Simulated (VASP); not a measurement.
Cd, 1 atom in the cell. It takes space group Fm-3m (No. 225, cubic). The conventional cell has a = 4.381 Å, b = 4.381 Å, c = 4.381 Å, α = 90.00°, β = 90.00°, γ = 90.00°. Within 4.1 Å of Cd (site symmetry m-3m) lie 12 Cd at 3.10 Å. 

```yaml
Program: VASP 6.6.1
Task: single point
Functional: PBEsol
Potentials_or_basis: VASP PAW PBE potentials, release 64 (Cd)
Cutoff: 520 eV
k_mesh: 13 × 13 × 13
Occupations: fermi-dirac, width 0.136057 eV
Spin: no spin polarisation
Dipole_correction: no
Further_INCAR_settings: ALGO = Normal; EDIFF = 1e-07; NBANDS = 12
```

Potentials or basis: VASP PAW PBE potentials, release 64 (Cd).

Run with:

```sh
$ cat potpaw_PBE.64/Cd/POTCAR > POTCAR
$ mpirun -np 1 vasp_std > vasp.out
```

Hardware: 1 thread of Intel(R) Xeon(R) 6975P-C (Granite Rapids), with other jobs on the host.

Estimate the wall time of this run.

Run time: 5.2 s on 1 thread of Intel(R) Xeon(R) 6975P-C (Granite Rapids), with other jobs on the host, peak memory 0.14 GiB. Counts: scf iterations 11, k points 84.
